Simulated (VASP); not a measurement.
# K (Im-3m) in VASP: further runs, part 2 of 2

VASP 6.6.1. Earlier steps stand in the parts before.

**3. Single point, PBE (67.84 Å³/atom)**

This run uses another cell than the first one, of 67.84 Å³/atom.

INCAR reads:

```
SYSTEM = K
ALGO = Normal
EDIFF = 1E-6
ENCUT = 520
GGA = PE
ISIF = 2
ISMEAR = -1
LASPH = .True.
LCHARG = .False.
LREAL = .False.
LWAVE = .False.
NBANDS = 10
NELM = 80
PREC = Accurate
SIGMA = 0.1
```

KPOINTS reads:

```
k-points
0
Gamma
  14 14 14
  0 0 0
```

POSCAR reads:

```
K
1.0
   -2.5693017341      2.5693017341      2.5693017341
    2.5693017341     -2.5693017341      2.5693017341
    2.5693017341      2.5693017341     -2.5693017341
K
1
Direct
    0.0000000000      0.0000000000      0.0000000000
```

Potentials or basis: VASP PAW PBE potentials, release 64 (K_sv).

Started as:

```sh
$ cat potpaw_PBE.64/K_sv/POTCAR > POTCAR
$ mpirun -np 1 vasp_std > vasp.out
```

OUTCAR:

```text
SYSTEM = K
   EDIFF = 1E-6
   ENCUT = 520
   GGA = PE
   ISIF = 2
   ISMEAR = -1
   LASPH = .True.
   LREAL = .False.
   NELM = 80
   PREC = Accurate

 ion  position               nearest neighbor table
   1  0.000  0.000  0.000-

  LATTYP: Found a body centered cubic cell.
 ALAT       =     5.1386034682

  Lattice vectors:

 A1 = (  -2.5693017341,   2.5693017341,   2.5693017341)
 A2 = (   2.5693017341,  -2.5693017341,   2.5693017341)
 A3 = (   2.5693017341,   2.5693017341,  -2.5693017341)

Analysis of symmetry for initial positions (statically):
=====================================================================
 Subroutine PRICEL returns:
 Original cell was already a primitive cell.

 Routine SETGRP: Setting up the symmetry group for a
 body centered cubic supercell.

 Subroutine GETGRP returns: Found 48 space group operations
 (whereof 48 operations were pure point group operations)
 out of a pool of 48 trial point group operations.

The static configuration has the point symmetry O_h .

Analysis of symmetry for dynamics (positions and initial velocities):
[... 162 lines left out ...]
 Fermi energy:         0.0672746888

 k-point     1 :       0.0000    0.0000    0.0000
  band No.  band energies     occupation
      1     -32.0214      2.00000
      2     -15.4643      2.00000
      3     -15.4643      2.00000
      4     -15.4643      2.00000
      5      -2.2074      2.00000
      6       4.4376      0.00000
      7       4.4376      0.00000
      8       4.4376      0.00000
      9       5.3983      0.00000
     10       5.3983      0.00000
[... 287 lines left out ...]
 k-point    24 :       0.3571    0.2857    0.0000
  band No.  band energies     occupation
      1     -32.0146      2.00000
      2     -15.5325      2.00000
      3     -15.5187      2.00000
      4     -15.4752      2.00000
      5       1.1598      0.00004
      6       1.2389      0.00002
      7       1.9424      0.00000
      8       4.8729      0.00000
      9       5.5302      0.00000
     10       5.6701      0.00000

 [... further k-points ...]

------------------------ aborting loop because EDIFF is reached ----------------------------------------

  FORCE on cell =-STRESS in cart. coord.  units (eV):
  Direction    XX          YY          ZZ          XY          YZ          ZX
  --------------------------------------------------------------------------------------
  -------------------------------------------------------------------------------------
  Total        0.1476359      0.1476359      0.1476359      0.0000000      0.0000000     -0.0000000
  in kB        3.4865610      3.4865610      3.4865610      0.0000000      0.0000000     -0.0000000
  external PRESSURE =       3.4865610 kB  Pullay stress =       0.0000000 kB

 VOLUME and BASIS-vectors are now :
 -----------------------------------------------------------------------------
  energy-cutoff  :      520.00
  volume of cell :       67.84
      direct lattice vectors                 reciprocal lattice vectors
    -2.569301734  2.569301734  2.569301734     0.000000000  0.194605403  0.194605403
     2.569301734 -2.569301734  2.569301734     0.194605403  0.000000000  0.194605403
     2.569301734  2.569301734 -2.569301734     0.194605403  0.194605403  0.000000000

 POSITION                                       TOTAL-FORCE (eV/Angst)
 -----------------------------------------------------------------------------------
      0.00000      0.00000      0.00000         0.000000     -0.000000      0.000000
 -----------------------------------------------------------------------------------
    total drift:                               -0.000000      0.000000      0.000000

  FREE ENERGIE OF THE ION-ELECTRON SYSTEM (eV)
  ---------------------------------------------------
  free  energy   TOTEN  =        -1.0536216334 eV

  energy  without entropy=       -1.0289255996  energy(sigma->0) =       -1.04127362
```

Run time: 24 s. Hardware: 1 thread of Intel Xeon Platinum 8559C (Emerald Rapids), shared host; peak memory 0.23 GiB.

Results:

```yaml
Free_energy: -1.0536 eV
Pressure: 0.3 GPa
Band_gap_on_the_k_mesh: zero (an odd number of electrons rules out a gap without spin polarisation)
```

**4. Single point, PBE (70.79 Å³/atom)**

This run uses another cell than the first one, of 70.79 Å³/atom.

INCAR reads:

```
  PREC = Accurate
  ENCUT = 520
  EDIFF = 1E-6
  ISMEAR = -1
  SIGMA = 0.1
  LREAL = F
  LASPH = T
  NELM = 100
  ALGO = Normal
  ISIF = 2
  LWAVE = F
  LCHARG = F
  GGA = PE
  NBANDS = 10
```

KPOINTS reads:

```
Automatic mesh
0
Gamma
  14 14 14
```

POSCAR reads:

```
K
1.0
   -2.6060110042      2.6060110042      2.6060110042
    2.6060110042     -2.6060110042      2.6060110042
    2.6060110042      2.6060110042     -2.6060110042
K
1
Direct
    0.0000000000      0.0000000000      0.0000000000
```

Started as:

```sh
$ cat potpaw_PBE.64/K_sv/POTCAR > POTCAR
$ mpirun -np 1 vasp_std > vasp.out
```

Wall time 25 s (1 thread of Intel Xeon Platinum 8559C (Emerald Rapids), shared host); peak memory 0.23 GiB.

Results (log left out):

- Free energy: -1.0585 eV
- Pressure: 0.2 GPa
- Band gap on the k mesh: zero (an odd number of electrons rules out a gap without spin polarisation)

Levels at points of the mesh, in eV from the Fermi level:
| k point | band 2 | band 3 | band 4 | band 5 | band 6 | band 7 |
| --- | --- | --- | --- | --- | --- | --- |
| (0.00, 0.00, 0.00) | -15.56 | -15.56 | -15.56 | -2.21 | 4.33 | 4.33 |
| (0.50, 0.00, 0.00) | -15.64 | -15.58 | -15.56 | 0.44 | 0.71 | 3.18 |
| (0.50, 0.50, 0.50) | -15.61 | -15.61 | -15.61 | 1.65 | 1.65 | 3.58 |

**5. Single point, PBE**

This run uses another cell than the first one, of 73.74 Å³/atom.

INCAR reads:

```
PREC = Accurate
ENCUT = 520
EDIFF = 1E-6
ISMEAR = -1
SIGMA = 0.1
LREAL = F
LASPH = T
NELM = 80
ALGO = Normal
ISIF = 2
LWAVE = F
LCHARG = F
GGA = PE
NBANDS = 10
```

KPOINTS is that of step 4.

POSCAR reads:

```
K
1.0
   -2.6417142217      2.6417142217      2.6417142217
    2.6417142217     -2.6417142217      2.6417142217
    2.6417142217      2.6417142217     -2.6417142217
K
1
Direct
    0.0000000000      0.0000000000      0.0000000000
```

Started as:

```sh
$ cat potpaw_PBE.64/K_sv/POTCAR > POTCAR
$ mpirun -np 1 vasp_std > vasp.out
```

Run time: 26 s. Hardware: 1 thread of Intel Xeon Platinum 8559C (Emerald Rapids), shared host; peak memory 0.23 GiB.

It converged, with:

```yaml
Free_energy: -1.0601 eV
Pressure: 0.0 GPa
Band_gap_on_the_k_mesh: zero (an odd number of electrons rules out a gap without spin polarisation)
```

Levels at points of the mesh, in eV from the Fermi level:
| k point | band 2 | band 3 | band 4 | band 5 | band 6 | band 7 |
| --- | --- | --- | --- | --- | --- | --- |
| (0.00, 0.00, 0.00) | -15.58 | -15.58 | -15.58 | -2.15 | 4.29 | 4.29 |
| (0.50, 0.00, 0.00) | -15.65 | -15.61 | -15.58 | 0.44 | 0.69 | 3.16 |
| (0.50, 0.50, 0.50) | -15.63 | -15.63 | -15.63 | 1.67 | 1.67 | 3.47 |

**6. The runs side by side**

| cell | gap on the mesh (eV) | pressure (GPa) |
| --- | --- | --- |
| a = 4.385 Å, angles 109.5°, 1 atom | none | 0.6 |
| a = 4.450 Å, angles 109.5°, 1 atom | none | 0.3 |
| a = 4.514 Å, angles 109.5°, 1 atom | none | 0.2 |
| a = 4.576 Å, angles 109.5°, 1 atom | none | 0.0 |

Alike in all rows: task single point; level PBE; potentials or basis VASP PAW PBE potentials, release 64 (K_sv); no spin polarisation; k mesh 14 × 14 × 14; cutoff (eV) 520; smearing fermi-dirac 0.1 eV.

Absolute energies hang on the potentials; compare differences alone.
